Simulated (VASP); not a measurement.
# GaP (F-43m) in VASP: a series of runs

GaP is run at these levels: PBEsol, r2SCAN+rVV10; tasks: single point.

Program: VASP 6.6.1. These are calculated values, not measurements. Logs are shortened: lines on timing, memory, paths and dates and some standing lists are left out, and cuts for length are marked.

## (1) The cell of the first run

Symmetry: F-43m, No. 216, cubic system. The conventional cell has a = 5.438 Å, b = 5.438 Å, c = 5.438 Å, α = 90.00°, β = 90.00°, γ = 90.00°. Ga (site symmetry -43m) has 4 P at 2.35 Å within 3.1 Å. P (site symmetry -43m) has 4 Ga at 2.35 Å within 3.1 Å.

## (2) Single point, PBEsol

File INCAR:

```
SYSTEM = GaP
ALGO = Normal
EDIFF = 1E-6
ENCUT = 500
GGA = PS
GGA_COMPAT = .False.
ISIF = 2
ISMEAR = -1
LASPH = .True.
LCHARG = .False.
LREAL = .False.
LWAVE = .False.
NBANDS = 16
NELM = 120
PREC = Accurate
SIGMA = 0.03
```

File KPOINTS:

```
k-points
0
Gamma
  8 8 8
  0 0 0
```

File POSCAR:

```
GaP
1.0
    0.0000000000      2.7192338453      2.7192338453
    2.7192338453      0.0000000000      2.7192338453
    2.7192338453      2.7192338453      0.0000000000
Ga P
1 1
Direct
    0.0000000000      0.0000000000      0.0000000000
    0.2500000000      0.2500000000      0.2500000000
```

Potentials or basis: VASP PAW PBE potentials, release 64 (Ga_d, P).

Launch:

```sh
cat potpaw_PBE.64/Ga_d/POTCAR potpaw_PBE.64/P/POTCAR > POTCAR
mpirun -np 1 vasp_std > vasp.out
```

OUTCAR:

```text
SYSTEM = GaP
   EDIFF = 1E-6
   ENCUT = 500
   GGA = PS
   ISIF = 2
   ISMEAR = -1
   LASPH = .True.
   LREAL = .False.
   NELM = 120
   PREC = Accurate

 ion  position               nearest neighbor table
   1  0.000  0.000  0.000-   2 2.35   2 2.35   2 2.35   2 2.35
   2  0.250  0.250  0.250-   1 2.35   1 2.35   1 2.35   1 2.35

  LATTYP: Found a face centered cubic cell.
 ALAT       =     5.4384676906

  Lattice vectors:

 A1 = (   0.0000000000,   2.7192338453,   2.7192338453)
 A2 = (   2.7192338453,   0.0000000000,   2.7192338453)
 A3 = (   2.7192338453,   2.7192338453,   0.0000000000)

Analysis of symmetry for initial positions (statically):
=====================================================================
 Subroutine PRICEL returns:
 Original cell was already a primitive cell.

 Routine SETGRP: Setting up the symmetry group for a
 face centered cubic supercell.

 Subroutine GETGRP returns: Found 24 space group operations
 (whereof 24 operations were pure point group operations)
 out of a pool of 48 trial point group operations.

The static configuration has the point symmetry T_d .

Analysis of symmetry for dynamics (positions and initial velocities):
=====================================================================
 Subroutine PRICEL returns:
 Original cell was already a primitive cell.

 Routine SETGRP: Setting up the symmetry group for a
 face centered cubic supercell.

 Subroutine GETGRP returns: Found 24 space group operations
 (whereof 24 operations were pure point group operations)
 out of a pool of 48 trial point group operations.

The dynamic configuration has the point symmetry T_d .

 Subroutine INISYM returns: Found 24 space group operations
 (whereof 24 operations are pure point group operations),
 and found     1 'primitive' translations

----------------------------------------------------------------------------------------

                                     Primitive cell

  volume of cell :      40.2133

  direct lattice vectors                    reciprocal lattice vectors
     0.000000000  2.719233845  2.719233845    -0.183875322  0.183875322  0.183875322
     2.719233845  0.000000000  2.719233845     0.183875322 -0.183875322  0.183875322
     2.719233845  2.719233845  0.000000000     0.183875322  0.183875322 -0.183875322

  length of vectors
     3.845577383  3.845577383  3.845577383     0.318481401  0.318481401  0.318481401

  position of ions in fractional coordinates (direct lattice)
     0.000000000  0.000000000  0.000000000
     0.250000000  0.250000000  0.250000000

  ion indices of the primitive-cell ions
   primitive index   ion index
                 1           1
                 2           2

----------------------------------------------------------------------------------------

 KPOINTS: k-points

Automatic generation of k-mesh.
 Grid dimensions read from file:
 generate k-points for:    8    8    8

 Generating k-lattice:

  Cartesian coordinates                     Fractional coordinates (reciprocal lattice)
    -0.022984415  0.022984415  0.022984415     0.125000000  0.000000000  0.000000000
     0.022984415 -0.022984415  0.022984415     0.000000000  0.125000000  0.000000000
     0.022984415  0.022984415 -0.022984415     0.000000000  0.000000000  0.125000000

  Length of vectors
     0.039810175  0.039810175  0.039810175

  Shift w.r.t. Gamma in fractional coordinates (k-lattice)
     0.000000000  0.000000000  0.000000000

 Subroutine IBZKPT returns following result:
 ===========================================

 Found     29 irreducible k-points:

 Following reciprocal coordinates:
            Coordinates               Weight
  0.000000  0.000000  0.000000      1.000000
  0.125000  0.000000  0.000000      8.000000
  0.250000  0.000000  0.000000      8.000000
  0.375000  0.000000  0.000000      8.000000
  0.500000  0.000000  0.000000      4.000000
  0.125000  0.125000  0.000000      6.000000
[... 16 lines left out ...]
  0.500000  0.250000  0.125000     48.000000
 -0.375000  0.250000  0.125000     24.000000
 [... further k-points ...]
   k-points           NKPTS =     29   k-points in BZ     NKDIM =     29   number of bands    NBANDS=     16
   number of dos      NEDOS =    301   number of ions     NIONS =      2
   total plane-waves  NPLWV =  21952
   dimension x,y,z NGX =    28 NGY =   28 NGZ =   28
   dimension x,y,z NGXF=    56 NGYF=   56 NGZF=   56
   ions per type =               1   1
   NGX,Y,Z   is equivalent  to a cutoff of  12.10, 12.10, 12.10 a.u.
   NGXF,Y,Z  is equivalent  to a cutoff of  24.21, 24.21, 24.21 a.u.
 SYSTEM =  GaP
   PREC   = accura    normal or accurate (medium, high low for compatibility)
   ISTART =      0    job   : 0-new  1-cont  2-samecut
   ICHARG =      2    charge: 1-file 2-atom 10-const
   ISPIN  =      1    spin polarized calculation?
   LNONCOLLINEAR =      F non collinear calculations
   LSORBIT =      F    spin-orbit coupling
   LASPH  =      T    aspherical Exc in radial PAW
   ENCUT  =  500.0 eV  36.75 Ry    6.06 a.u.   7.01  7.01  7.01*2*pi/ulx,y,z
   NELM   =    120;   NELMIN=  2; NELMDL= -5     # of ELM steps
   EDIFF  = 0.1E-05   stopping-criterion for ELM
   LREAL  =      F    real-space projection
   EDIFFG = 0.1E-04   stopping-criterion for IOM
   NSW    =      0    number of steps for IOM
   IBRION =     -1    ionic relax: 0-MD 1-quasi-New 2-CG
   NFREE  =      0    steps in history (QN), initial steepest desc. (CG)
   ISIF   =      2    stress and relaxation
   ISYM   =      2    0-nonsym 1-usesym 2-fastsym
   POTIM  = 0.5000    time-step for ionic-motion
   TEBEG  =    0.0;   TEEND  =   0.0 temperature during run
   PSTRESS=    0.0 pullay stress
   NELECT =      18.0000    total number of electrons
   NUPDOWN=      -1.0000    fix difference up-down
   EMIN   =  10.00;   EMAX   =-10.00  energy-range for DOS
   EFERMI =   0.00;   METHOD = LEGACY
   ISMEAR =    -1;   SIGMA  =   0.03  broadening in eV -4-tet -1-fermi 0-gaus
   EFERMI_NEDOS =   21; number of points for ismear=-14 and -15
   IALGO  =     38    algorithm
   IMIX   =      4    mixing-type and parameters
     AMIX     =   0.40;   BMIX     =  1.00
     AMIX_MAG =   1.60;   BMIX_MAG =  1.00
  volume/ion in A,a.u.               =      20.11       135.69
  Fermi-wavevector in a.u.,A,eV,Ry     =   1.252302  2.366508 21.337480  1.568261
  Thomas-Fermi vector in A             =   2.386209
   LORBIT       =      0    0 simple, 1 ext, 2 COOP (PROOUT), +10 PAW based schemes
   GGA     = PS    functional components
   LHFCALC =     F    Hartree Fock is set to
   AEXX    =    0.0000 exact exchange contribution
   IVDW    =     0    specifies the selected vdW correction
   LEPSILON=     F    determine dielectric tensor
   LRPA    =     F    only Hartree local field effects (RPA)
 non-spin polarized calculation
  energy-cutoff  :      500.00
  volume of cell :       40.21
 maximum number of plane-waves:      1036
   NGX = 13   NGY = 13   NGZ = 13

 number of electron      18.0000015 magnetization

 Free energy of the ion-electron system (eV)
  ---------------------------------------------------
  ext. energy  EPLUGINS =         0.00000000
  ---------------------------------------------------
  free energy    TOTEN  =        -9.92101789 eV

  energy without entropy =       -9.92101789  energy(sigma->0) =       -9.92101789

 E-fermi :   5.2883     XC(G=0): -10.0513

 val. band max:        4.6365351278   @ k =   0.0000   0.0000   0.0000
 cond. band min:       6.1393872877   @ k =   0.5000   0.5000   0.0000
 fundamental gap:      1.5028521599
 Fermi energy:         5.2882764497

 k-point     1 :       0.0000    0.0000    0.0000
  band No.  band energies     occupation
      1      -9.9160      2.00000
      2      -9.9160      2.00000
      3      -9.9160      2.00000
      4      -9.8133      2.00000
      5      -9.8133      2.00000
      6      -7.9379      2.00000
[... 8 lines left out ...]
     15      14.4177      0.00000
     16      14.4177      0.00000

 k-point     2 :       0.1250    0.0000    0.0000
  band No.  band energies     occupation
      1      -9.9304      2.00000
      2      -9.9112      2.00000
      3      -9.9112      2.00000
      4      -9.8133      2.00000
      5      -9.8133      2.00000
      6      -7.7323      2.00000
[... 8 lines left out ...]
     15      13.7562      0.00000
     16      14.1534      0.00000

 k-point     3 :       0.2500    0.0000    0.0000
  band No.  band energies     occupation
      1      -9.9618      2.00000
      2      -9.9008      2.00000
      3      -9.9008      2.00000
      4      -9.8120      2.00000
      5      -9.8120      2.00000
      6      -7.1492      2.00000
[... 8 lines left out ...]
     15      13.5626      0.00000
     16      14.3676      0.00000

 k-point     4 :       0.3750    0.0000    0.0000
  band No.  band energies     occupation
      1      -9.9898      2.00000
      2      -9.8929      2.00000
      3      -9.8929      2.00000
      4      -9.8081      2.00000
      5      -9.8081      2.00000
      6      -6.3318      2.00000
[... 8 lines left out ...]
     15      14.7806      0.00000
     16      14.7806      0.00000

 k-point     5 :       0.5000    0.0000    0.0000
  band No.  band energies     occupation
      1     -10.0008      2.00000
      2      -9.8905      2.00000
      3      -9.8905      2.00000
      4      -9.8057      2.00000
      5      -9.8057      2.00000
      6      -5.8254      2.00000
[... 8 lines left out ...]
     15      16.3254      0.00000
     16      16.3254      0.00000

 k-point     6 :       0.1250    0.1250    0.0000
  band No.  band energies     occupation
      1      -9.9394      2.00000
      2      -9.9066      2.00000
      3      -9.9066      2.00000
      4      -9.8176      2.00000
      5      -9.8100      2.00000
      6      -7.6642      2.00000
[... 8 lines left out ...]
     15      14.5300      0.00000
     16      14.6642      0.00000
[... 267 lines left out ...]
 k-point    21 :       0.5000    0.5000    0.0000
  band No.  band energies     occupation
      1     -10.0371      2.00000
      2      -9.8510      2.00000
      3      -9.8486      2.00000
      4      -9.8486      2.00000
      5      -9.7908      2.00000
      6      -4.9052      2.00000
[... 8 lines left out ...]
     15      17.0671      0.00000
     16      17.6125      0.00000

 k-point    22 :       0.3750    0.2500    0.1250
  band No.  band energies     occupation
      1      -9.9854      2.00000
      2      -9.8886      2.00000
      3      -9.8844      2.00000
      4      -9.8247      2.00000
      5      -9.8039      2.00000
      6      -6.6532      2.00000
[... 8 lines left out ...]
     15      15.7360      0.00000
     16      16.9451      0.00000

 k-point    23 :       0.5000    0.2500    0.1250
  band No.  band energies     occupation
      1     -10.0012      2.00000
      2      -9.8848      2.00000
      3      -9.8750      2.00000
      4      -9.8225      2.00000
      5      -9.8041      2.00000
      6      -5.8820      2.00000
[... 8 lines left out ...]
     15      16.1149      0.00000
     16      17.4087      0.00000

 k-point    24 :      -0.3750    0.2500    0.1250
  band No.  band energies     occupation
      1     -10.0069      2.00000
      2      -9.8843      2.00000
      3      -9.8717      2.00000
      4      -9.8188      2.00000
      5      -9.8058      2.00000
      6      -5.4112      2.00000
[... 8 lines left out ...]
     15      16.5596      0.00000
     16      17.1135      0.00000

 [... further k-points ...]
[... 5 lines left out ...]
  --------------------------------------------------------------------------------------
  -------------------------------------------------------------------------------------
  Total       -0.0249162     -0.0249162     -0.0249162      0.0000000      0.0000000     -0.0000000
  in kB       -0.9927097     -0.9927097     -0.9927097      0.0000000      0.0000000     -0.0000000
  external PRESSURE =      -0.9927097 kB  Pullay stress =       0.0000000 kB

 VOLUME and BASIS-vectors are now :
 -----------------------------------------------------------------------------
  energy-cutoff  :      500.00
  volume of cell :       40.21
      direct lattice vectors                 reciprocal lattice vectors
     0.000000000  2.719233845  2.719233845    -0.183875322  0.183875322  0.183875322
     2.719233845  0.000000000  2.719233845     0.183875322 -0.183875322  0.183875322
     2.719233845  2.719233845  0.000000000     0.183875322  0.183875322 -0.183875322

 POSITION                                       TOTAL-FORCE (eV/Angst)
 -----------------------------------------------------------------------------------
      0.00000      0.00000      0.00000         0.000000      0.000000      0.000000
      1.35962      1.35962      1.35962        -0.000000     -0.000000     -0.000000
 -----------------------------------------------------------------------------------
    total drift:                                0.000001      0.000001      0.000001

  FREE ENERGIE OF THE ION-ELECTRON SYSTEM (eV)
  ---------------------------------------------------
  free  energy   TOTEN  =        -9.9210178895 eV

  energy  without entropy=       -9.9210178895  energy(sigma->0) =       -9.92101789
```

Run time: 21 s. Hardware: 1 thread of AMD EPYC 7R13 (Zen 3), shared host; peak memory 0.13 GiB.

Results:

| Quantity | Value |
| --- | --- |
| Free energy | -9.9210 eV |
| Pressure | -0.1 GPa |
| Band gap on the k mesh | 1.50 eV, indirect (least direct gap 1.80 eV) |

Caveat: the PAW data sets were made with another functional, which shifts forces and pressure a little. A k mesh can miss the band edges.

## (3) Single point, r2SCAN+rVV10

File POSCAR:

```
GaP
1.0
    0.0000000000      2.7183580499      2.7183580499
    2.7183580499      0.0000000000      2.7183580499
    2.7183580499      2.7183580499      0.0000000000
Ga P
1 1
Direct
    0.0000000000      0.0000000000      0.0000000000
    0.2500000000      0.2500000000      0.2500000000
```

File INCAR.step1:

```
  ALGO = Normal
  EDIFF = 1E-5
  ENCUT = 550
  GGA = PE
  GGA_COMPAT = False
  ISMEAR = -1
  LASPH = True
  LCHARG = False
  LREAL = False
  LWAVE = True
  NBANDS = 16
  NELM = 120
  PREC = Accurate
  SIGMA = 0.03
```

File INCAR.step2:

```
  ALGO = Normal
  BPARAM = 11.95
  CPARAM = 0.0093
  EDIFF = 1E-6
  ENCUT = 550
  GGA_COMPAT = False
  ISIF = 2
  ISMEAR = -1
  ISTART = 1
  IVDW_NL = 2
  LASPH = True
  LCHARG = True
  LELF = True
  LMIXTAU = True
  LREAL = False
  LUSE_VDW = True
  LVHAR = True
  LWAVE = False
  METAGGA = R2SCAN
  NBANDS = 16
  NELM = 120
  PREC = Accurate
  SIGMA = 0.03
```

File KPOINTS:

```
k-points
0
Gamma
  8 8 8
```

Potentials or basis: VASP PAW PBE potentials, release 64 (Ga_d, P).

Launch:

```sh
cat potpaw_PBE.64/Ga_d/POTCAR potpaw_PBE.64/P/POTCAR > POTCAR
cp INCAR.step1 INCAR
mpirun -np 1 vasp_std > vasp.out
cp INCAR.step2 INCAR
mpirun -np 1 vasp_std > vasp.out
```

Wall time 1.8 min (1 thread of AMD EPYC 7R13 (Zen 3), shared host); peak memory 0.26 GiB.

It converged, with:

| Property | Result |
| --- | --- |
| Free energy | -20.9494 eV |
| Pressure | -0.1 GPa |
| Band gap on the k mesh | 1.84 eV, indirect (least direct gap 2.39 eV) |

Levels at points of the mesh, in eV from the valence-band top:
```
           k point  band 6  band 7  band 8  band 9  band 10  band 11  band 12  band 13
(0.00, 0.00, 0.00)  -13.09    0.00    0.00    0.00     2.39     4.18     4.18     4.18
(0.50, 0.00, 0.00)  -10.90   -6.91   -1.18   -1.18     2.04     5.03     5.03     8.76
(0.50, 0.50, 0.00)   -9.95   -7.00   -2.83   -2.83     1.84     2.06    11.41    11.41
```

Caveat: the PAW data sets were made with another functional, which shifts forces and pressure a little. A k mesh can miss the band edges.
